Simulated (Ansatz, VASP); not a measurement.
# Al4Ir: VASP beside Ansatz

```
Al Ir
1.0
     7.65109    0.00000    0.00000
    -3.82554    6.62604    0.00000
     0.00000    0.00000    5.26340
Al Ir
8 2
Direct
  0.50002 0.49998 0.56626
  0.50002 0.00003 0.56626
  0.99997 0.49998 0.56626
  0.49998 0.50002 0.06626
  0.49998 0.99997 0.06626
  0.00003 0.50002 0.06626
  0.33333 0.66667 0.81636
  0.66667 0.33333 0.31636
  0.33333 0.66667 0.31629
  0.66667 0.33333 0.81629
```

Alike in both runs: functional PBE; k mesh 3 × 3 × 4; occupations gaussian, width 0.1 eV; no spin polarisation.

Ansatz relaxed the structure, and its values are those at the end. VASP's run is a single point on that final structure, the one shown.

```csv
,VASP,Ansatz
version,VASP 6.6.1,Ansatz 0.2.0
potentials or method,"VASP PAW PBE potentials, release 64 (Al, Ir), cutoff 520 eV","scalar-relativistic, plane waves, PAW"
valence electrons in the cell,42,58
```

Ansatz gave:

| Property | Result |
| --- | --- |
| gap on the k mesh at the Fermi level (eV) | none |
| pressure (GPa) | 0.1 |

Problem. Estimate VASP's values.

Solution. gap on the k mesh at the Fermi level (eV): none; pressure (GPa): 0.0.

A gap of «none» marks a metal or a gap that the smearing closes. VASP's potentials hold 42 valence electrons a cell and Ansatz's 58, so a difference there can come from the potentials and not from the codes.

Neither program's run includes spin-orbit coupling.
